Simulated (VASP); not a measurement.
# W (Im-3m) in VASP: single point with PBEsol

Aim: the single point of W with PBEsol.

Everything below comes from runs of VASP 6.6.1. Logs are shortened: lines on timing, memory, paths and dates and some standing lists are left out, and cuts for length are marked.

## 1. The cell of the first run

It takes space group Im-3m (No. 229, cubic). The conventional cell has a = 3.154 Å, b = 3.154 Å, c = 3.154 Å, α = 90.00°, β = 90.00°, γ = 90.00°. W (site symmetry m-3m) has 14 W at 2.73 to 3.15 Å within 3.6 Å.

## 2. Single point, PBEsol

INCAR

```
SYSTEM = W
  PREC = Accurate
  ENCUT = 520
  EDIFF = 1E-6
  ISMEAR = 0
  SIGMA = 0.1
  LREAL = .False.
  LASPH = .True.
  NELM = 100
  ALGO = Fast
  ISIF = 2
  LWAVE = .False.
  LCHARG = .False.
  GGA = PS
  ISYM = 0
  NBANDS = 13
```

KPOINTS

```
regular mesh
0
Gamma
  9 9 37
  0 0 0
```

POSCAR

```
W
1.0
    4.4609390818      0.0000000000      0.0000000000
   -2.2304695409      3.8632865695      0.0000000000
    2.2304695409      1.2877621898      0.9105853770
W
1
Direct
    0.0000000000      0.0000000000      0.0000000000
```

Potentials or basis: VASP PAW PBE potentials, release 64 (W_sv).

On the command line:

```console
$ cat potpaw_PBE.64/W_sv/POTCAR > POTCAR
$ mpirun -np 1 vasp_std > vasp.out
```

OUTCAR:

```text
SYSTEM = W
   PREC = Accurate
   ENCUT = 520
   EDIFF = 1E-6
   ISMEAR = 0
   LREAL = .False.
   LASPH = .True.
   NELM = 100
   ISIF = 2
   GGA = PS
   ISYM = 0

 ion  position               nearest neighbor table
   1  0.000  0.000  0.000-

IMPORTANT INFORMATION: All symmetrisations will be switched off!
NOSYMM: (Re-)initialisation of all symmetry stuff for point group C_1.

----------------------------------------------------------------------------------------

                                     Primitive cell

  volume of cell :      15.6929

  direct lattice vectors                    reciprocal lattice vectors
     4.460939082  0.000000000  0.000000000     0.224168047  0.129423482 -0.732129774
    -2.230469541  3.863286570  0.000000000     0.000000000  0.258846964 -0.366064887
     2.230469541  1.287762190  0.910585377     0.000000000  0.000000000  1.098194662

  length of vectors
     4.460939082  4.460939082  2.731756131     0.776540892  0.448336093  1.098194662

  position of ions in fractional coordinates (direct lattice)
     0.000000000  0.000000000  0.000000000

  ion indices of the primitive-cell ions
   primitive index   ion index
                 1           1

----------------------------------------------------------------------------------------

 KPOINTS: regular mesh

Automatic generation of k-mesh.
 Grid dimensions read from file:
 generate k-points for:    9    9   37

 Generating k-lattice:

  Cartesian coordinates                     Fractional coordinates (reciprocal lattice)
     0.024907561  0.014380387 -0.081347753     0.111111111 -0.000000000  0.000000000
     0.000000000  0.028760774 -0.040673876     0.000000000  0.111111111  0.000000000
     0.000000000  0.000000000  0.029680937     0.000000000  0.000000000  0.027027027

  Length of vectors
     0.086282321  0.049815121  0.029680937

  Shift w.r.t. Gamma in fractional coordinates (k-lattice)
     0.000000000  0.000000000  0.000000000

 -----------------------------------------------------------------------------
|                                                                             |
|           W    W    AA    RRRRR   N    N  II  N    N   GGGG   !!!           |
|           W    W   A  A   R    R  NN   N  II  NN   N  G    G  !!!           |
|           W    W  A    A  R    R  N N  N  II  N N  N  G       !!!           |
|           W WW W  AAAAAA  RRRRR   N  N N  II  N  N N  G  GGG   !            |
|           WW  WW  A    A  R   R   N   NN  II  N   NN  G    G                |
|           W    W  A    A  R    R  N    N  II  N    N   GGGG   !!!           |
|                                                                             |
|     Your reciprocal lattice and k-lattice belong to different lattice       |
|     classes:                                                                |
|                                                                             |
|        The reciprocal lattice is face-centered cubic,                       |
|        whereas your k-lattice is base-centered monoclinic.                  |
|                                                                             |
|     Results are often still useful ...                                      |
|                                                                             |
 -----------------------------------------------------------------------------

 WARNING: IBZKPT: internal override: KBLOWUP is changed to .FALSE.
      ... skipping the blow-up phase ...

 Subroutine IBZKPT returns following result:
 ===========================================

 Found   1499 irreducible k-points:

 Following reciprocal coordinates:
            Coordinates               Weight
  0.000000  0.000000  0.000000      1.000000
  0.111111  0.000000  0.000000      2.000000
  0.222222 -0.000000  0.000000      2.000000
  0.333333 -0.000000  0.000000      2.000000
  0.444444 -0.000000  0.000000      2.000000
  0.000000  0.111111 -0.000000      2.000000
[... 16 lines left out ...]
 -0.111111  0.222222 -0.000000      2.000000
  0.000000  0.333333 -0.000000      2.000000
 [... further k-points ...]
   k-points           NKPTS =   1499   k-points in BZ     NKDIM =   1499   number of bands    NBANDS=     13
   number of dos      NEDOS =    301   number of ions     NIONS =      1
   total plane-waves  NPLWV =  25920
   dimension x,y,z NGX =    36 NGY =   36 NGZ =   20
   dimension x,y,z NGXF=    72 NGYF=   72 NGZF=   40
   ions per type =               1
   NGX,Y,Z   is equivalent  to a cutoff of  13.42, 13.42, 12.17 a.u.
   NGXF,Y,Z  is equivalent  to a cutoff of  26.83, 26.83, 24.34 a.u.
 SYSTEM =  W
   PREC   = accura    normal or accurate (medium, high low for compatibility)
   ISTART =      0    job   : 0-new  1-cont  2-samecut
   ICHARG =      2    charge: 1-file 2-atom 10-const
   ISPIN  =      1    spin polarized calculation?
   LNONCOLLINEAR =      F non collinear calculations
   LSORBIT =      F    spin-orbit coupling
   LASPH  =      T    aspherical Exc in radial PAW
   ENCUT  =  520.0 eV  38.22 Ry    6.18 a.u.   8.29  8.29  5.08*2*pi/ulx,y,z
   NELM   =    100;   NELMIN=  2; NELMDL= -5     # of ELM steps
   EDIFF  = 0.1E-05   stopping-criterion for ELM
   LREAL  =      F    real-space projection
   EDIFFG = 0.1E-04   stopping-criterion for IOM
   NSW    =      0    number of steps for IOM
   IBRION =     -1    ionic relax: 0-MD 1-quasi-New 2-CG
   NFREE  =      0    steps in history (QN), initial steepest desc. (CG)
   ISIF   =      2    stress and relaxation
   ISYM   =      0    0-nonsym 1-usesym 2-fastsym
   POTIM  = 0.5000    time-step for ionic-motion
   TEBEG  =    0.0;   TEEND  =   0.0 temperature during run
   PSTRESS=    0.0 pullay stress
   NELECT =      14.0000    total number of electrons
   NUPDOWN=      -1.0000    fix difference up-down
   EMIN   =  10.00;   EMAX   =-10.00  energy-range for DOS
   EFERMI =   0.00;   METHOD = LEGACY
   ISMEAR =     0;   SIGMA  =   0.10  broadening in eV -4-tet -1-fermi 0-gaus
   EFERMI_NEDOS =   21; number of points for ismear=-14 and -15
   IALGO  =     68    algorithm
   IMIX   =      4    mixing-type and parameters
     AMIX     =   0.40;   BMIX     =  1.00
     AMIX_MAG =   1.60;   BMIX_MAG =  1.00
  volume/ion in A,a.u.               =      15.69       105.90
  Fermi-wavevector in a.u.,A,eV,Ry     =   1.575976  2.978162 33.792787  2.483700
  Thomas-Fermi vector in A             =   2.676879
   LORBIT       =      0    0 simple, 1 ext, 2 COOP (PROOUT), +10 PAW based schemes
   GGA     = PS    functional components
   LHFCALC =     F    Hartree Fock is set to
   AEXX    =    0.0000 exact exchange contribution
   IVDW    =     0    specifies the selected vdW correction
   LEPSILON=     F    determine dielectric tensor
   LRPA    =     F    only Hartree local field effects (RPA)
 non-spin polarized calculation
 RMM-DIIS sequential band-by-band and
 Gauss-broadening in eV      SIGMA  =   0.10
  energy-cutoff  :      520.00
  volume of cell :       15.69
 maximum number of plane-waves:       435
 NGX is ok and might be reduce to    36
   NGX = 17   NGY = 17   NGZ = 11

 number of electron      14.0000001 magnetization

 Free energy of the ion-electron system (eV)
  ---------------------------------------------------
  ext. energy  EPLUGINS =         0.00000000
  ---------------------------------------------------
  free energy    TOTEN  =       -13.80555494 eV

  energy without entropy =      -13.80335420  energy(sigma->0) =      -13.80445457

 E-fermi :  11.4485     XC(G=0): -13.8186

 val. band max:       11.4466706006   @ k =   0.1111   0.1111   0.0541
 cond. band min:      11.4497665440   @ k =   0.3333  -0.2222   0.1892
 fundamental gap:      0.0030959434
 Fermi energy:        11.4485309040

 k-point     1 :       0.0000    0.0000    0.0000
  band No.  band energies     occupation
      1     -62.7163      2.00000
      2     -26.2592      2.00000
      3     -26.2590      2.00000
      4     -26.2568      2.00000
      5       1.7122      2.00000
      6      10.1662      2.00000
      7      10.1670      2.00000
      8      10.1689      2.00000
      9      13.6787      0.00000
     10      13.6789      0.00000
     11      25.9849      0.00000
     12      25.9859      0.00000
     13      25.9866      0.00000

 k-point     2 :       0.1111    0.0000    0.0000
  band No.  band energies     occupation
      1     -62.6709      2.00000
      2     -26.7104      2.00000
      3     -26.3720      2.00000
      4     -26.2977      2.00000
      5       3.3620      2.00000
      6       9.4057      2.00000
      7       9.5123      2.00000
      8      11.9884      0.00000
      9      12.7000      0.00000
     10      13.9408      0.00000
     11      27.2565      0.00000
     12      28.0470      0.00000
     13      28.8817      0.00000

 k-point     3 :       0.2222   -0.0000    0.0000
  band No.  band energies     occupation
      1     -62.5898      2.00000
      2     -27.3102      2.00000
      3     -26.7140      2.00000
      4     -26.3810      2.00000
      5       6.1572      2.00000
      6       8.2166      2.00000
      7       9.0059      2.00000
      8      12.9808      0.00000
      9      14.5563      0.00000
     10      17.0110      0.00000
     11      23.8703      0.00000
     12      27.0974      0.00000
     13      28.3066      0.00000
[... 305 lines left out ...]
 k-point    23 :      -0.1111    0.2222   -0.0000
  band No.  band energies     occupation
      1     -62.6999      2.00000
      2     -26.4276      2.00000
      3     -26.3105      2.00000
      4     -26.2590      2.00000
      5       2.3036      2.00000
      6       9.8176      2.00000
      7      10.0569      2.00000
      8      10.7491      2.00000
      9      13.2055      0.00000
     10      13.6891      0.00000
     11      26.4494      0.00000
     12      26.9950      0.00000
     13      27.3362      0.00000

 k-point    24 :       0.0000    0.3333   -0.0000
  band No.  band energies     occupation
      1     -62.6108      2.00000
      2     -27.2819      2.00000
      3     -26.5875      2.00000
      4     -26.2634      2.00000
      5       4.9460      2.00000
      6       8.2884      2.00000
      7       9.9423      2.00000
      8      13.4360      0.00000
      9      14.1377      0.00000
     10      14.8745      0.00000
     11      24.7670      0.00000
     12      25.7901      0.00000
     13      32.7541      0.00000

 [... further k-points ...]
[... 5 lines left out ...]
  --------------------------------------------------------------------------------------
  -------------------------------------------------------------------------------------
  Total        0.0567632      0.0594671      0.0936034     -0.0023429     -0.0058808     -0.0101873
  in kB        5.7952733      6.0713284      9.5564875     -0.2391988     -0.6004065     -1.0400817
  external PRESSURE =       7.1410297 kB  Pullay stress =       0.0000000 kB

 VOLUME and BASIS-vectors are now :
 -----------------------------------------------------------------------------
  energy-cutoff  :      520.00
  volume of cell :       15.69
      direct lattice vectors                 reciprocal lattice vectors
     4.460939082  0.000000000  0.000000000     0.224168047  0.129423482 -0.732129774
    -2.230469541  3.863286570  0.000000000     0.000000000  0.258846964 -0.366064887
     2.230469541  1.287762190  0.910585377     0.000000000  0.000000000  1.098194662

 POSITION                                       TOTAL-FORCE (eV/Angst)
 -----------------------------------------------------------------------------------
      0.00000      0.00000      0.00000        -0.000001     -0.000000     -0.000000
 -----------------------------------------------------------------------------------
    total drift:                               -0.000001     -0.000000     -0.000000

  FREE ENERGIE OF THE ION-ELECTRON SYSTEM (eV)
  ---------------------------------------------------
  free  energy   TOTEN  =       -13.8055549372 eV

  energy  without entropy=      -13.8033541973  energy(sigma->0) =      -13.80445457
```

Run time: 15 min. Hardware: 1 thread of AMD EPYC 7R43 (Zen 3), shared host; peak memory 0.38 GiB.

What came out:

```
Free energy            : -13.8056 eV
Pressure               : 0.7 GPa
Band gap on the k mesh : zero (bands 7 and 8 overlap by 6.06 eV)
```

Caveat: the PAW data sets were made with another functional, which shifts forces and pressure a little; spin-orbit coupling is left out, which moves the levels of the heavy elements.
